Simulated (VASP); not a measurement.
Here is a VASP 6.6.1 calculation.

File INCAR:

```
SYSTEM = Al2Cu
ALGO = Normal ; EDIFF = 1E-7
ENCUT = 520 ; GGA = PE
ISIF = 2 ; ISMEAR = 0
LASPH = .True. ; LCHARG = .False.
LREAL = .False. ; LWAVE = .False.
NBANDS = 16 ; NELM = 60
PREC = Accurate ; SIGMA = 0.15
```

Contents of KPOINTS:

```
k-points
0
Gamma
  10 10 14
  0 0 0
```

POSCAR

```
Al2Cu
1.0
    3.9288000000      0.0000000000      0.0000000000
    0.0000000000      3.9288000000      0.0000000000
    0.0000000000      0.0000000000      3.0386000000
Al Cu
2 1
Direct
    0.5000000000      0.0000000000      0.5000000000
    0.0000000000      0.5000000000      0.5000000000
    0.0000000000      0.0000000000      0.0000000000
```

Potentials or basis: VASP PAW PBE potentials, release 64 (Al, Cu).

Launch:

```sh
$ cat potpaw_PBE.64/Al/POTCAR potpaw_PBE.64/Cu/POTCAR > POTCAR
$ mpirun -np 1 vasp_std > vasp.out
```

(1) What does it give for the band gap on the k mesh?

(2) Estimate the pressure.

## Answers

(1) zero (an odd number of electrons rules out a gap without spin polarisation).

(2) 5.3 GPa.

Caveat: the stress differs along the axes, from -0 to 8 GPa.
